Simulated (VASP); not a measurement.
# KMgF3 (Pm-3m) in VASP: settings compared

Aim: see how the results for KMgF3 move with the level of theory and the settings. Levels: r2SCAN, PBE. Tasks: single point, relaxation of cell and atoms.

Everything below comes from runs of VASP 6.6.1. Logs are shortened: lines on timing, memory, paths and dates and some standing lists are left out, and cuts for length are marked.

### 1 The cell of the first run

The structure is cubic, space group Pm-3m (No. 221). The conventional cell has a = 3.980 Å, b = 3.980 Å, c = 3.980 Å, α = 90.00°, β = 90.00°, γ = 90.00°. K (site symmetry m-3m) has 12 F at 2.81 Å and 8 Mg at 3.45 Å within 3.7 Å. Mg (site symmetry m-3m) has 6 F at 1.99 Å within 2.6 Å. Within 2.6 Å of F (site symmetry 4/mmm) lie 2 Mg at 1.99 Å.

### 2 Single point, r2SCAN

The input, POSCAR:

```
KMgF3
1.0
    3.9802355636      0.0000000000      0.0000000000
    0.0000000000      3.9802355636      0.0000000000
    0.0000000000      0.0000000000      3.9802355636
K Mg F
1 1 3
Direct
    0.5000000000      0.5000000000      0.5000000000
    0.0000000000      0.0000000000      0.0000000000
    0.5000000000      0.0000000000      0.0000000000
    0.0000000000      0.5000000000      0.0000000000
    0.0000000000      0.0000000000      0.5000000000
```

The input, INCAR.step1:

```
SYSTEM = KMgF3
  PREC = Accurate
  ENCUT = 520
  ISMEAR = 0
  SIGMA = 0.01
  LREAL = .FALSE.
  LASPH = .TRUE.
  NELM = 60
  NBANDS = 24
  GGA = PE
  ALGO = Normal
  EDIFF = 1E-4
  LWAVE = .TRUE.
  LCHARG = .FALSE.
```

The input, INCAR.step2:

```
SYSTEM = KMgF3
  PREC = Accurate
  ENCUT = 520
  EDIFF = 1E-6
  ISMEAR = 0
  SIGMA = 0.01
  LREAL = .FALSE.
  LASPH = .TRUE.
  NELM = 60
  ALGO = Normal
  ISIF = 2
  LWAVE = .FALSE.
  LCHARG = .FALSE.
  METAGGA = R2SCAN
  LMIXTAU = .TRUE.
  NBANDS = 24
  ISTART = 1
```

The input, KPOINTS:

```
regular mesh
0
G
  6 6 6
  0 0 0
```

Potentials or basis: VASP PAW PBE potentials, release 64 (K_sv, Mg, F).

Command:

```
> cat potpaw_PBE.64/K_sv/POTCAR potpaw_PBE.64/Mg/POTCAR potpaw_PBE.64/F/POTCAR > POTCAR
> cp INCAR.step1 INCAR
> mpirun -np 1 vasp_std > vasp.out
> cp INCAR.step2 INCAR
> mpirun -np 1 vasp_std > vasp.out
```

OUTCAR:

```text
SYSTEM = KMgF3
   PREC = Accurate
   ENCUT = 520
   EDIFF = 1E-6
   ISMEAR = 0
   LREAL = .FALSE.
   LASPH = .TRUE.
   NELM = 60
   ISIF = 2
   METAGGA = R2SCAN
   ISTART = 1

 ion  position               nearest neighbor table
   1  0.500  0.500  0.500-   3 2.81   4 2.81   5 2.81   3 2.81   4 2.81   3 2.81   5 2.81   3 2.81
                             4 2.81   5 2.81   4 2.81   5 2.81   2 3.45   2 3.45   2 3.45   2 3.45
   2  0.000  0.000  0.000-   3 1.99   4 1.99   5 1.99   5 1.99   4 1.99   3 1.99   1 3.45   1 3.45
                             1 3.45   1 3.45   1 3.45   1 3.45   1 3.45   1 3.45
   3  0.500  0.000  0.000-   2 1.99   2 1.99   1 2.81   1 2.81   1 2.81   1 2.81
   4  0.000  0.500  0.000-   2 1.99   2 1.99   1 2.81   1 2.81   1 2.81   1 2.81
   5  0.000  0.000  0.500-   2 1.99   2 1.99   1 2.81   1 2.81   1 2.81   1 2.81

  LATTYP: Found a simple cubic cell.
 ALAT       =     3.9802355636

  Lattice vectors:

 A1 = (   3.9802355636,   0.0000000000,   0.0000000000)
 A2 = (   0.0000000000,   3.9802355636,   0.0000000000)
 A3 = (   0.0000000000,   0.0000000000,   3.9802355636)

Analysis of symmetry for initial positions (statically):
=====================================================================
 Subroutine PRICEL returns:
 Original cell was already a primitive cell.

 Routine SETGRP: Setting up the symmetry group for a
 simple cubic supercell.

 Subroutine GETGRP returns: Found 48 space group operations
 (whereof 48 operations were pure point group operations)
 out of a pool of 48 trial point group operations.

The static configuration has the point symmetry O_h .

Analysis of symmetry for dynamics (positions and initial velocities):
=====================================================================
 Subroutine PRICEL returns:
 Original cell was already a primitive cell.

 Routine SETGRP: Setting up the symmetry group for a
 simple cubic supercell.

 Subroutine GETGRP returns: Found 48 space group operations
 (whereof 48 operations were pure point group operations)
 out of a pool of 48 trial point group operations.

The dynamic configuration has the point symmetry O_h .

 Subroutine INISYM returns: Found 48 space group operations
 (whereof 48 operations are pure point group operations),
 and found     1 'primitive' translations

----------------------------------------------------------------------------------------

                                     Primitive cell

  volume of cell :      63.0560

  direct lattice vectors                    reciprocal lattice vectors
     3.980235564  0.000000000  0.000000000     0.251241411  0.000000000  0.000000000
     0.000000000  3.980235564  0.000000000     0.000000000  0.251241411  0.000000000
     0.000000000  0.000000000  3.980235564     0.000000000  0.000000000  0.251241411

  length of vectors
     3.980235564  3.980235564  3.980235564     0.251241411  0.251241411  0.251241411

  position of ions in fractional coordinates (direct lattice)
     0.500000000  0.500000000  0.500000000
     0.000000000  0.000000000  0.000000000
     0.500000000  0.000000000  0.000000000
     0.000000000  0.500000000  0.000000000
     0.000000000  0.000000000  0.500000000

  ion indices of the primitive-cell ions
   primitive index   ion index
                 1           1
                 2           2
                 3           3
                 4           4
                 5           5

----------------------------------------------------------------------------------------

 KPOINTS: regular mesh

Automatic generation of k-mesh.
 Grid dimensions read from file:
 generate k-points for:    6    6    6

 Generating k-lattice:

  Cartesian coordinates                     Fractional coordinates (reciprocal lattice)
     0.041873569  0.000000000  0.000000000     0.166666667  0.000000000  0.000000000
     0.000000000  0.041873569  0.000000000     0.000000000  0.166666667  0.000000000
     0.000000000  0.000000000  0.041873569     0.000000000  0.000000000  0.166666667

  Length of vectors
     0.041873569  0.041873569  0.041873569

  Shift w.r.t. Gamma in fractional coordinates (k-lattice)
     0.000000000  0.000000000  0.000000000

 Subroutine IBZKPT returns following result:
 ===========================================

 Found     20 irreducible k-points:

 Following reciprocal coordinates:
            Coordinates               Weight
  0.000000  0.000000  0.000000      1.000000
  0.166667  0.000000  0.000000      6.000000
  0.333333  0.000000  0.000000      6.000000
  0.500000  0.000000  0.000000      3.000000
  0.166667  0.166667  0.000000     12.000000
  0.333333  0.166667  0.000000     24.000000
[... 12 lines left out ...]
  0.500000  0.500000  0.333333      6.000000
  0.500000  0.500000  0.500000      1.000000
   k-points           NKPTS =     20   k-points in BZ     NKDIM =     20   number of bands    NBANDS=     24
   number of dos      NEDOS =    301   number of ions     NIONS =      5
   total plane-waves  NPLWV =  27000
   dimension x,y,z NGX =    30 NGY =   30 NGZ =   30
   dimension x,y,z NGXF=    60 NGYF=   60 NGZF=   60
   ions per type =               1   1   3
   NGX,Y,Z   is equivalent  to a cutoff of  12.53, 12.53, 12.53 a.u.
   NGXF,Y,Z  is equivalent  to a cutoff of  25.06, 25.06, 25.06 a.u.
 SYSTEM =  KMgF3
   PREC   = accura    normal or accurate (medium, high low for compatibility)
   ISTART =      1    job   : 0-new  1-cont  2-samecut
   ICHARG =      0    charge: 1-file 2-atom 10-const
   ISPIN  =      1    spin polarized calculation?
   LNONCOLLINEAR =      F non collinear calculations
   LSORBIT =      F    spin-orbit coupling
   LASPH  =      T    aspherical Exc in radial PAW
   ENCUT  =  520.0 eV  38.22 Ry    6.18 a.u.   7.40  7.40  7.40*2*pi/ulx,y,z
   NELM   =     60;   NELMIN=  2; NELMDL=  0     # of ELM steps
   EDIFF  = 0.1E-05   stopping-criterion for ELM
   LREAL  =      F    real-space projection
   EDIFFG = 0.1E-04   stopping-criterion for IOM
   NSW    =      0    number of steps for IOM
   IBRION =     -1    ionic relax: 0-MD 1-quasi-New 2-CG
   NFREE  =      0    steps in history (QN), initial steepest desc. (CG)
   ISIF   =      2    stress and relaxation
   ISYM   =      2    0-nonsym 1-usesym 2-fastsym
   POTIM  = 0.5000    time-step for ionic-motion
   TEBEG  =    0.0;   TEEND  =   0.0 temperature during run
   PSTRESS=    0.0 pullay stress
   NELECT =      32.0000    total number of electrons
   NUPDOWN=      -1.0000    fix difference up-down
   EMIN   =  10.00;   EMAX   =-10.00  energy-range for DOS
   EFERMI =   0.00;   METHOD = LEGACY
   ISMEAR =     0;   SIGMA  =   0.01  broadening in eV -4-tet -1-fermi 0-gaus
   EFERMI_NEDOS =   21; number of points for ismear=-14 and -15
   IALGO  =     38    algorithm
   IMIX   =      4    mixing-type and parameters
     AMIX     =   0.40;   BMIX     =  1.00
     AMIX_MAG =   1.60;   BMIX_MAG =  1.00
  volume/ion in A,a.u.               =      12.61        85.10
  Fermi-wavevector in a.u.,A,eV,Ry     =   1.305818  2.467639 23.200126  1.705161
  Thomas-Fermi vector in A             =   2.436662
   LORBIT       =      0    0 simple, 1 ext, 2 COOP (PROOUT), +10 PAW based schemes
   METAGGA = R2SCAN    functional components
   LHFCALC =     F    Hartree Fock is set to
   AEXX    =    0.0000 exact exchange contribution
   IVDW    =     0    specifies the selected vdW correction
   LEPSILON=     F    determine dielectric tensor
   LRPA    =     F    only Hartree local field effects (RPA)
 non-spin polarized calculation
 Gauss-broadening in eV      SIGMA  =   0.01
  energy-cutoff  :      520.00
  volume of cell :       63.06
 maximum number of plane-waves:      1743
 NGX is ok and might be reduce to    30
   NGX = 15   NGY = 15   NGZ = 15

 number of electron      31.9999959 magnetization

 Free energy of the ion-electron system (eV)
  ---------------------------------------------------
  ext. energy  EPLUGINS =         0.00000000
  ---------------------------------------------------
  free energy    TOTEN  =       -37.41569407 eV

  energy without entropy =      -37.41569407  energy(sigma->0) =      -37.41569407

 E-fermi :  -2.0466     XC(G=0): -10.2272

 val. band max:       -2.1954257894   @ k =   0.5000   0.5000   0.5000
 cond. band min:       6.0863291961   @ k =   0.0000   0.0000   0.0000
 fundamental gap:      8.2817549855
 Fermi energy:        -2.0465612551

 k-point     1 :       0.0000    0.0000    0.0000
  band No.  band energies     occupation
      1     -28.7861      2.00000
      2     -23.4472      2.00000
      3     -22.8114      2.00000
      4     -22.8114      2.00000
      5     -11.5135      2.00000
      6     -11.5135      2.00000
[... 16 lines left out ...]
     23      13.0902      0.00000
     24      16.0601      0.00000

 k-point     2 :       0.1667    0.0000    0.0000
  band No.  band energies     occupation
      1     -28.7788      2.00000
      2     -23.4180      2.00000
      3     -22.8469      2.00000
      4     -22.8087      2.00000
      5     -11.5098      2.00000
      6     -11.4997      2.00000
[... 16 lines left out ...]
     23      13.0740      0.00000
     24      15.8862      0.00000

 k-point     3 :       0.3333    0.0000    0.0000
  band No.  band energies     occupation
      1     -28.7639      2.00000
      2     -23.3458      2.00000
      3     -22.9316      2.00000
      4     -22.8047      2.00000
      5     -11.5026      2.00000
      6     -11.4718      2.00000
[... 16 lines left out ...]
     23      12.9374      0.00000
     24      15.3803      0.00000
[... 406 lines left out ...]
 k-point    19 :       0.5000    0.5000    0.3333
  band No.  band energies     occupation
      1     -28.7258      2.00000
      2     -23.0019      2.00000
      3     -22.9938      2.00000
      4     -22.9938      2.00000
      5     -11.6712      2.00000
      6     -11.6712      2.00000
[... 16 lines left out ...]
     23      13.6626      0.00000
     24      13.6626      0.00000

 k-point    20 :       0.5000    0.5000    0.5000
  band No.  band energies     occupation
      1     -28.7224      2.00000
      2     -22.9895      2.00000
      3     -22.9895      2.00000
      4     -22.9895      2.00000
      5     -11.6986      2.00000
      6     -11.6986      2.00000
[... 16 lines left out ...]
     23      14.0705      0.00000
     24      14.0705      0.00000

------------------------ aborting loop because EDIFF is reached ----------------------------------------

  FORCE on cell =-STRESS in cart. coord.  units (eV):
  Direction    XX          YY          ZZ          XY          YZ          ZX
  --------------------------------------------------------------------------------------
  -------------------------------------------------------------------------------------
  Total       -0.2310272     -0.2310272     -0.2310272     -0.0000000     -0.0000000     -0.0000000
  in kB       -5.8701243     -5.8701243     -5.8701243     -0.0000000     -0.0000000     -0.0000000
  external PRESSURE =      -5.8701243 kB  Pullay stress =       0.0000000 kB

 VOLUME and BASIS-vectors are now :
 -----------------------------------------------------------------------------
  energy-cutoff  :      520.00
  volume of cell :       63.06
      direct lattice vectors                 reciprocal lattice vectors
     3.980235564  0.000000000  0.000000000     0.251241411  0.000000000  0.000000000
     0.000000000  3.980235564  0.000000000     0.000000000  0.251241411  0.000000000
     0.000000000  0.000000000  3.980235564     0.000000000  0.000000000  0.251241411

 POSITION                                       TOTAL-FORCE (eV/Angst)
 -----------------------------------------------------------------------------------
      1.99012      1.99012      1.99012         0.000000      0.000000      0.000000
      0.00000      0.00000      0.00000         0.000000      0.000000      0.000000
      1.99012      0.00000      0.00000         0.000000      0.000000      0.000000
      0.00000      1.99012      0.00000         0.000000      0.000000      0.000000
      0.00000      0.00000      1.99012         0.000000      0.000000      0.000000
 -----------------------------------------------------------------------------------
    total drift:                                0.000000     -0.000000      0.000000

  FREE ENERGIE OF THE ION-ELECTRON SYSTEM (eV)
  ---------------------------------------------------
  free  energy   TOTEN  =       -37.4156940661 eV

  energy  without entropy=      -37.4156940661  energy(sigma->0) =      -37.41569407
```

Wall time 3.3 min (1 thread of Intel Xeon 8259CL, shared host); peak memory 0.19 GiB.

What came out:

```
Free energy            : -37.4157 eV
Pressure               : -0.6 GPa
Band gap on the k mesh : 8.28 eV (least direct gap 8.60 eV)
```

Levels at points of the mesh, in eV from the valence-band top:
```csv
k point,band 12,band 13,band 14,band 15,band 16,band 17,band 18,band 19,band 20,band 21
"(0.00, 0.00, 0.00)",-0.64,-0.64,-0.32,-0.32,-0.32,8.28,10.84,10.84,13.18,13.18
"(0.50, 0.00, 0.00)",-0.88,-0.87,-0.87,-0.53,-0.53,11.04,11.52,11.91,13.79,13.79
"(0.50, 0.50, 0.00)",-1.04,-1.04,-0.90,-0.90,-0.02,11.90,12.57,13.70,13.70,13.81
"(0.50, 0.50, 0.50)",-1.12,-1.12,0.00,0.00,0.00,11.39,11.39,11.39,15.03,15.03
```

Caveat: the PAW data sets were made with another functional, which shifts forces and pressure a little. A k mesh can miss the band edges.

(Continued in part 2 of 2.)
